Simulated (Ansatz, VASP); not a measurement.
## Ga3PN2: VASP beside Ansatz

```xyz
6
Lattice="-1.7139 1.7139 7.1248 1.7139 -1.7139 7.1248 1.7139 1.7139 -7.1248" Properties=species:S:1:pos:R:3 pbc="T T T"
N     0.0000    0.0000    2.5456
N     0.0000    0.0000   11.7040
Ga    0.0000    1.7139    3.5624
Ga    1.7139    0.0000    5.6412
Ga    1.7139    0.0000    1.4836
P     0.0000    0.0000    7.1248
```

Alike in both runs: task single point; functional PBE; k mesh 10 × 10 × 10; occupations fermi-dirac, width 0.02 eV; no spin polarisation.

|  | VASP | Ansatz |
| --- | --- | --- |
| version | VASP 6.6.1 | Ansatz 0.2.0 |
| potentials or method | VASP PAW PBE potentials, release 64 (N, Ga_d, P) | plane waves, PAW |
| plane-wave cutoff (eV) | 520 | 420 |
| valence electrons in the cell | 54 | 54 |

|  | VASP | Ansatz | Ansatz less VASP |
| --- | --- | --- | --- |
| pressure (GPa) | 4.5 | 4.5 | -0.05 |
| rms of the force components (eV/Å) | 0.015 | 0.011 | -0.0046 |

With one functional, cell and mesh, what is left measures potentials, basis and numerics.
